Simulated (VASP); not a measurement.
A run of VASP 6.6.1:

INCAR

```
  ALGO = Fast
  DIPOL = 0.5 0.5 0.500
  EDIFF = 1E-7
  ENCUT = 520
  GGA = PE
  IDIPOL = 3
  ISIF = 2
  ISMEAR = 0
  LASPH = T
  LCHARG = F
  LDIPOL = T
  LREAL = F
  LWAVE = F
  NBANDS = 34
  NELM = 100
  PREC = Accurate
  SIGMA = 0.1
```

File KPOINTS:

```
k-points
0
Gamma
  12 12 1
```

The input POSCAR:

```
Tl
1.0
    3.6124296590      0.0000000000      0.0000000000
   -1.8062148295      3.1284558541      0.0000000000
    0.0000000000      0.0000000000     23.3479017896
Tl
4
Direct
    0.3333333333      0.6666666667      0.3212280087
    0.6666666667      0.3333333333      0.4404093362
    0.3333333333      0.6666666667      0.5595906638
    0.6666666667      0.3333333333      0.6787719913
```

Potentials or basis: VASP PAW PBE potentials, release 64 (Tl_d).

Launch:

```bash
$ cat potpaw_PBE.64/Tl_d/POTCAR > POTCAR
$ mpirun -np 1 vasp_std > vasp.out
```

Hardware: 1 thread of AMD EPYC 7R13 Processor (Zen 3), with other jobs on the host.

Question: Estimate the wall time of this run.

Answer: Wall time 3.9 min on 1 thread of AMD EPYC 7R13 Processor (Zen 3) (shared host), peak memory 0.4 GiB. Counts: scf iterations 21, k points 19.
